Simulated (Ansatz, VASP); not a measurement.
# Two plane-wave programs on Ir3Rh2

```
Ir Rh
1.0
     2.71035    0.00000    0.00000
    -1.35518    2.34723    0.00000
     0.00000    0.00000   21.93577
Ir Rh
6 4
Cartesian
  0.0000 1.5648 16.4518
  0.0000 1.5648 3.2904
  0.0000 1.5648 7.6775
  1.3552 0.7824 18.6454
  1.3552 0.7824 5.4839
  1.3552 0.7824 14.2583
  0.0000 1.5648 20.8390
  0.0000 1.5648 12.0647
  1.3552 0.7824 1.0968
  1.3552 0.7824 9.8711
```

Alike in both runs: task single point; functional PBE; k mesh 6 × 6 × 1; occupations gaussian, width 0.1 eV; no spin polarisation.

|  | VASP | Ansatz |
| --- | --- | --- |
| version | VASP 6.6.1 | Ansatz 0.2.0 |
| potentials or method | VASP PAW PBE potentials, release 64 (Ir, Rh_pv), cutoff 520 eV | scalar-relativistic, plane waves, PAW |
| valence electrons in the cell | 114 | 170 |

```tsv
	VASP	Ansatz	Ansatz less VASP
gap on the k mesh at the Fermi level (eV)	none	none	-
pressure (GPa)	11.2	10.8	-0.42
traceless stress, the component that is largest in VASP (GPa)	-4.20	-4.32	-0.119
rms of the force components (eV/Å)	0.060	0.056	-0.0039
```

Atom by atom the forces differ by 0.014 eV/Å (rms over components). A gap of «none» marks a metal or a gap that the smearing closes. The functional is the same, so the differences come from potentials, cutoffs and numerics. VASP's potentials hold 114 valence electrons a cell and Ansatz's 170, so a difference there can come from the potentials and not from the codes.

The k mesh is coarse, so the values compare programs but aren't converged. Spin-orbit coupling is off throughout.
